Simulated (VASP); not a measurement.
# Nb (Im-3m) in VASP: a series of runs

The runs below take Nb through single point, relaxation of cell and atoms, with PBE.

All numbers are computed with VASP 6.6.1; they aren't measurements. Logs are shortened: lines on timing, memory, paths and dates and some standing lists are left out, and cuts for length are marked.

## Step 1: The cell of the first run

Symmetry: Im-3m, No. 229, cubic system. Conventional cell: a = 3.312 Å, b = 3.312 Å, c = 3.312 Å, α = 90.00°, β = 90.00°, γ = 90.00°. Nb (site symmetry m-3m) has 14 Nb at 2.87 to 3.31 Å within 3.8 Å.

## Step 2: Single point, PBE

Input file INCAR:

```
SYSTEM = Nb
PREC = Accurate
ENCUT = 520
EDIFF = 1E-7
ISMEAR = -1
SIGMA = 0.08
LREAL = .FALSE.
LASPH = .TRUE.
NELM = 100
ALGO = Normal
ISIF = 2
LWAVE = .FALSE.
LCHARG = .FALSE.
GGA = PE
NBANDS = 12
```

Input file KPOINTS:

```
Automatic mesh
0
G
  18 18 18
  0 0 0
```

Input file POSCAR:

```
Nb
1.0
   -1.6558069315      1.6558069315      1.6558069315
    1.6558069315     -1.6558069315      1.6558069315
    1.6558069315      1.6558069315     -1.6558069315
Nb
1
Direct
    0.0000000000      0.0000000000      0.0000000000
```

Potentials or basis: VASP PAW PBE potentials, release 64 (Nb_sv).

The run is started by

```bash
> cat potpaw_PBE.64/Nb_sv/POTCAR > POTCAR
> mpirun -np 1 vasp_std > vasp.out
```

OUTCAR:

```text
SYSTEM = Nb
   PREC = Accurate
   ENCUT = 520
   EDIFF = 1E-7
   ISMEAR = -1
   LREAL = .FALSE.
   LASPH = .TRUE.
   NELM = 100
   ISIF = 2
   GGA = PE

 ion  position               nearest neighbor table
   1  0.000  0.000  0.000-

  LATTYP: Found a body centered cubic cell.
 ALAT       =     3.3116138630

  Lattice vectors:

 A1 = (  -1.6558069315,   1.6558069315,   1.6558069315)
 A2 = (   1.6558069315,  -1.6558069315,   1.6558069315)
 A3 = (   1.6558069315,   1.6558069315,  -1.6558069315)

Analysis of symmetry for initial positions (statically):
=====================================================================
 Subroutine PRICEL returns:
 Original cell was already a primitive cell.

 Routine SETGRP: Setting up the symmetry group for a
 body centered cubic supercell.

 Subroutine GETGRP returns: Found 48 space group operations
 (whereof 48 operations were pure point group operations)
 out of a pool of 48 trial point group operations.

The static configuration has the point symmetry O_h .

Analysis of symmetry for dynamics (positions and initial velocities):
=====================================================================
 Subroutine PRICEL returns:
 Original cell was already a primitive cell.

 Routine SETGRP: Setting up the symmetry group for a
 body centered cubic supercell.

 Subroutine GETGRP returns: Found 48 space group operations
 (whereof 48 operations were pure point group operations)
 out of a pool of 48 trial point group operations.

The dynamic configuration has the point symmetry O_h .

 Subroutine INISYM returns: Found 48 space group operations
 (whereof 48 operations are pure point group operations),
 and found     1 'primitive' translations

----------------------------------------------------------------------------------------

                                     Primitive cell

  volume of cell :      18.1589

  direct lattice vectors                    reciprocal lattice vectors
    -1.655806931  1.655806931  1.655806931     0.000000000  0.301967573  0.301967573
     1.655806931 -1.655806931  1.655806931     0.301967573  0.000000000  0.301967573
     1.655806931  1.655806931 -1.655806931     0.301967573  0.301967573  0.000000000

  length of vectors
     2.867941733  2.867941733  2.867941733     0.427046637  0.427046637  0.427046637

  position of ions in fractional coordinates (direct lattice)
     0.000000000  0.000000000  0.000000000

  ion indices of the primitive-cell ions
   primitive index   ion index
                 1           1

----------------------------------------------------------------------------------------

 KPOINTS: Automatic mesh

Automatic generation of k-mesh.
 Grid dimensions read from file:
 generate k-points for:   18   18   18

 Generating k-lattice:

  Cartesian coordinates                     Fractional coordinates (reciprocal lattice)
     0.000000000  0.016775976  0.016775976     0.055555556  0.000000000  0.000000000
     0.016775976  0.000000000  0.016775976     0.000000000  0.055555556  0.000000000
     0.016775976  0.016775976  0.000000000     0.000000000  0.000000000  0.055555556

  Length of vectors
     0.023724813  0.023724813  0.023724813

  Shift w.r.t. Gamma in fractional coordinates (k-lattice)
     0.000000000  0.000000000  0.000000000

 Subroutine IBZKPT returns following result:
 ===========================================

 Found    195 irreducible k-points:

 Following reciprocal coordinates:
            Coordinates               Weight
  0.000000  0.000000  0.000000      1.000000
  0.055556  0.000000  0.000000     12.000000
  0.111111  0.000000  0.000000     12.000000
  0.166667  0.000000  0.000000     12.000000
  0.222222  0.000000  0.000000     12.000000
  0.277778  0.000000  0.000000     12.000000
[... 16 lines left out ...]
  0.333333  0.111111 -0.000000     48.000000
  0.388889  0.111111 -0.000000     48.000000
 [... further k-points ...]
   k-points           NKPTS =    195   k-points in BZ     NKDIM =    195   number of bands    NBANDS=     12
   number of dos      NEDOS =    301   number of ions     NIONS =      1
   total plane-waves  NPLWV =  13824
   dimension x,y,z NGX =    24 NGY =   24 NGZ =   24
   dimension x,y,z NGXF=    48 NGYF=   48 NGZF=   48
   ions per type =               1
   NGX,Y,Z   is equivalent  to a cutoff of  13.91, 13.91, 13.91 a.u.
   NGXF,Y,Z  is equivalent  to a cutoff of  27.82, 27.82, 27.82 a.u.
 SYSTEM =  Nb
   PREC   = accura    normal or accurate (medium, high low for compatibility)
   ISTART =      0    job   : 0-new  1-cont  2-samecut
   ICHARG =      2    charge: 1-file 2-atom 10-const
   ISPIN  =      1    spin polarized calculation?
   LNONCOLLINEAR =      F non collinear calculations
   LSORBIT =      F    spin-orbit coupling
   LASPH  =      T    aspherical Exc in radial PAW
   ENCUT  =  520.0 eV  38.22 Ry    6.18 a.u.   5.33  5.33  5.33*2*pi/ulx,y,z
   NELM   =    100;   NELMIN=  2; NELMDL= -5     # of ELM steps
   EDIFF  = 0.1E-06   stopping-criterion for ELM
   LREAL  =      F    real-space projection
   EDIFFG = 0.1E-05   stopping-criterion for IOM
   NSW    =      0    number of steps for IOM
   IBRION =     -1    ionic relax: 0-MD 1-quasi-New 2-CG
   NFREE  =      0    steps in history (QN), initial steepest desc. (CG)
   ISIF   =      2    stress and relaxation
   ISYM   =      2    0-nonsym 1-usesym 2-fastsym
   POTIM  = 0.5000    time-step for ionic-motion
   TEBEG  =    0.0;   TEEND  =   0.0 temperature during run
   PSTRESS=    0.0 pullay stress
   NELECT =      13.0000    total number of electrons
   NUPDOWN=      -1.0000    fix difference up-down
   EMIN   =  10.00;   EMAX   =-10.00  energy-range for DOS
   EFERMI =   0.00;   METHOD = LEGACY
   ISMEAR =    -1;   SIGMA  =   0.08  broadening in eV -4-tet -1-fermi 0-gaus
   EFERMI_NEDOS =   21; number of points for ismear=-14 and -15
   IALGO  =     38    algorithm
   IMIX   =      4    mixing-type and parameters
     AMIX     =   0.40;   BMIX     =  1.00
     AMIX_MAG =   1.60;   BMIX_MAG =  1.00
  volume/ion in A,a.u.               =      18.16       122.54
  Fermi-wavevector in a.u.,A,eV,Ry     =   1.464512  2.767526 29.181711  2.144795
  Thomas-Fermi vector in A             =   2.580479
   LORBIT       =      0    0 simple, 1 ext, 2 COOP (PROOUT), +10 PAW based schemes
   GGA     = PE    functional components
   LHFCALC =     F    Hartree Fock is set to
   AEXX    =    0.0000 exact exchange contribution
   IVDW    =     0    specifies the selected vdW correction
   LEPSILON=     F    determine dielectric tensor
   LRPA    =     F    only Hartree local field effects (RPA)
 non-spin polarized calculation
  energy-cutoff  :      520.00
  volume of cell :       18.16
 maximum number of plane-waves:       500
 NGX is ok and might be reduce to    24
   NGX = 11   NGY = 11   NGZ = 11

 number of electron      13.0000000 magnetization

 Free energy of the ion-electron system (eV)
  ---------------------------------------------------
  ext. energy  EPLUGINS =         0.00000000
  ---------------------------------------------------
  free energy    TOTEN  =       -10.23260159 eV

  energy without entropy =      -10.20016578  energy(sigma->0) =      -10.21638368

 E-fermi :  11.0657     XC(G=0): -12.4584

 val. band max:       11.0640436012   @ k =   0.0556   0.0556   0.0556
 cond. band min:      11.0658079550   @ k =   0.2778   0.0556   0.0556
 fundamental gap:      0.0017643537
 Fermi energy:        11.0656537415

 k-point     1 :       0.0000    0.0000    0.0000
  band No.  band energies     occupation
      1     -43.3137      2.00000
      2     -18.6279      2.00000
      3     -18.6279      2.00000
      4     -18.6279      2.00000
      5       5.1349      2.00000
      6      11.4342      0.01976
      7      11.4342      0.01976
      8      11.4342      0.01976
      9      14.3169      0.00000
     10      14.3169      0.00000
     11      25.2630      0.00000
     12      25.2630      0.00000

 k-point     2 :       0.0556    0.0000    0.0000
  band No.  band energies     occupation
      1     -43.3067      2.00000
      2     -18.6710      2.00000
      3     -18.6411      2.00000
      4     -18.6283      2.00000
      5       5.2616      2.00000
      6      11.3558      0.05180
      7      11.4162      0.02468
      8      11.5548      0.00441
      9      14.1945      0.00000
     10      14.3169      0.00000
     11      25.3678      0.00000
     12      25.4882      0.00000

 k-point     3 :       0.1111    0.0000    0.0000
  band No.  band energies     occupation
      1     -43.2865      2.00000
      2     -18.7937      2.00000
      3     -18.6785      2.00000
      4     -18.6293      2.00000
      5       5.6258      2.00000
      6      11.1395      0.56891
      7      11.3402      0.06265
      8      11.9126      0.00005
      9      13.9321      0.00000
     10      14.3235      0.00000
     11      25.6250      0.00000
     12      26.1192      0.00000
[... 286 lines left out ...]
 k-point    23 :       0.3333    0.1111   -0.0000
  band No.  band energies     occupation
      1     -43.0960      2.00000
      2     -19.7766      2.00000
      3     -19.0396      2.00000
      4     -18.6951      2.00000
      5       7.8434      2.00000
      6       9.6838      2.00000
      7      11.5713      0.00359
      8      14.0854      0.00000
      9      15.0775      0.00000
     10      16.9056      0.00000
     11      23.5638      0.00000
     12      24.3476      0.00000

 k-point    24 :       0.3889    0.1111   -0.0000
  band No.  band energies     occupation
      1     -43.0762      2.00000
      2     -19.8679      2.00000
      3     -19.0832      2.00000
      4     -18.6971      2.00000
      5       7.7586      2.00000
      6       9.5629      2.00000
      7      12.1528      0.00000
      8      14.2009      0.00000
      9      15.2680      0.00000
     10      17.7283      0.00000
     11      22.8728      0.00000
     12      23.5813      0.00000

 [... further k-points ...]

------------------------ aborting loop because EDIFF is reached ----------------------------------------

  FORCE on cell =-STRESS in cart. coord.  units (eV):
  Direction    XX          YY          ZZ          XY          YZ          ZX
  --------------------------------------------------------------------------------------
  -------------------------------------------------------------------------------------
  Total       -0.0361067     -0.0361067     -0.0361067      0.0000000      0.0000000      0.0000000
  in kB       -3.1857363     -3.1857363     -3.1857363      0.0000000      0.0000000      0.0000000
  external PRESSURE =      -3.1857363 kB  Pullay stress =       0.0000000 kB

 VOLUME and BASIS-vectors are now :
 -----------------------------------------------------------------------------
  energy-cutoff  :      520.00
  volume of cell :       18.16
      direct lattice vectors                 reciprocal lattice vectors
    -1.655806931  1.655806931  1.655806931     0.000000000  0.301967573  0.301967573
     1.655806931 -1.655806931  1.655806931     0.301967573  0.000000000  0.301967573
     1.655806931  1.655806931 -1.655806931     0.301967573  0.301967573  0.000000000

 POSITION                                       TOTAL-FORCE (eV/Angst)
 -----------------------------------------------------------------------------------
      0.00000      0.00000      0.00000         0.000000     -0.000000      0.000000
 -----------------------------------------------------------------------------------
    total drift:                               -0.000000      0.000000      0.000000

  FREE ENERGIE OF THE ION-ELECTRON SYSTEM (eV)
  ---------------------------------------------------
  free  energy   TOTEN  =       -10.2326015857 eV

  energy  without entropy=      -10.2001657761  energy(sigma->0) =      -10.21638368
```

Run time: 28 s. Hardware: 1 thread of AMD EPYC 9R45 (Zen 5), shared host; peak memory 0.14 GiB.

Results:

| Item | Value |
| --- | --- |
| Free energy | -10.2326 eV |
| Pressure | -0.3 GPa |
| Band gap on the k mesh | zero (an odd number of electrons rules out a gap without spin polarisation) |

## Step 3: Relaxation of cell and atoms, PBE

Input file INCAR:

```
PREC     = Accurate       # precision mode
ENCUT    = 600            # plane-wave cutoff, eV
EDIFF    = 1E-6           # SCF threshold, eV
ISMEAR   = -1             # smearing method
SIGMA    = 0.08           # smearing width, eV
LREAL    = F              # projectors in reciprocal space
LASPH    = T              # aspherical terms in the spheres
NELM     = 80             # most SCF steps
ALGO     = Normal         # electronic algorithm
ISIF     = 3              # what is computed and relaxed
LWAVE    = F              # write WAVECAR
LCHARG   = F              # write CHGCAR
GGA      = PE             # functional
IBRION   = 2              # ionic algorithm
NSW      = 60             # ionic steps
EDIFFG   = -0.005         # ionic threshold
```

Input file KPOINTS:

```
regular mesh
0
Gamma
  18 18 18
```

Input file POSCAR:

```
Nb
1.0
   -1.6548069191      1.6548069191      1.6548069191
    1.6548069191     -1.6548069191      1.6548069191
    1.6548069191      1.6548069191     -1.6548069191
Nb
1
Direct
    0.0000000000      0.0000000000      0.0000000000
```

Potentials or basis: VASP PAW PBE potentials, release 64 (Nb_sv).

The run is started by

```bash
> cat potpaw_PBE.64/Nb_sv/POTCAR > POTCAR
> mpirun -np 1 vasp_std > vasp.out
```

Wall time 23 s (1 thread of AMD EPYC 9R45 (Zen 5), shared host); peak memory 0.14 GiB.

The run converged. Its results:

```
Free energy             : -10.2325 eV
Pressure after relaxing : 0.0 GPa
Band gap on the k mesh  : zero (an odd number of electrons rules out a gap without spin polarisation)
```

Final structure:
```
Nb
1.0
    -1.65481    1.65481    1.65481
     1.65481   -1.65481    1.65481
     1.65481    1.65481   -1.65481
Nb
1
Direct
  0.00000 0.00000 0.00000
```

Levels at points of the mesh, in eV from the Fermi level:
| k point | band 4 | band 5 | band 6 | band 7 | band 8 | band 9 |
| --- | --- | --- | --- | --- | --- | --- |
| (0.00, 0.00, 0.00) | -29.69 | -5.94 | 0.37 | 0.37 | 0.37 | 3.26 |
| (0.50, 0.00, 0.00) | -29.70 | -3.70 | -1.64 | 2.25 | 3.28 | 3.96 |
| (0.50, 0.50, 0.50) | -30.60 | -3.68 | -3.68 | 5.56 | 5.56 | 5.56 |

Caveat: the relaxation stopped at its first step, so nothing moved.
